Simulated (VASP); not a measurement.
A run of VASP 6.6.1 is set up as follows.

Contents of INCAR:

```
PREC     = Accurate       # precision mode
ENCUT    = 600            # plane-wave cutoff, eV
EDIFF    = 1E-7           # SCF threshold, eV
ISMEAR   = -1             # smearing method
SIGMA    = 0.1            # smearing width, eV
LREAL    = F              # projectors in reciprocal space
LASPH    = T              # aspherical terms in the spheres
NELM     = 60             # most SCF steps
ALGO     = Normal         # electronic algorithm
ISIF     = 3              # what is computed and relaxed
LWAVE    = F              # write WAVECAR
LCHARG   = F              # write CHGCAR
GGA      = PE             # functional
IBRION   = 2              # ionic algorithm
NSW      = 32             # ionic steps
EDIFFG   = -0.005         # ionic threshold
PSTRESS  = 300.0
```

The input KPOINTS:

```
regular mesh
0
Gamma
  16 16 9
```

Contents of POSCAR:

```
S
1.0
    2.9809464200      0.0000000000      0.0000000000
   -1.4904732100      2.5815753271      0.0000000000
    0.0000000000      0.0000000000      3.4055557492
S
2
Direct
    0.3333333333      0.6666666667      0.2500000000
    0.6666666667      0.3333333333      0.7500000000
```

Potentials or basis: VASP PAW PBE potentials, release 64 (S).

Command:

```sh
$ cat potpaw_PBE.64/S/POTCAR > POTCAR
$ mpirun -np 1 vasp_std > vasp.out
```

Predict the relaxed cell.

a = 2.979 Å, b = 2.979 Å, c = 3.403 Å, α = 90.00°, β = 90.00°, γ = 120.00°.

Predict the band gap on the k mesh.

zero (band 6 reaches 12.36 eV, above the bottom of band 7 at 9.39 eV).

Step by step:
```tsv
step	energy change (eV)	largest force (eV/Å)	pressure (GPa)	volume (Å³)
1	0.0000	0.0000	29.67	26.21
2	0.0192	0.0000	30.40	26.11
3	0.0086	0.0000	30.00	26.16
```

Caveat: the cell is relaxed towards a set pressure, so the enthalpy falls and the energy may rise.
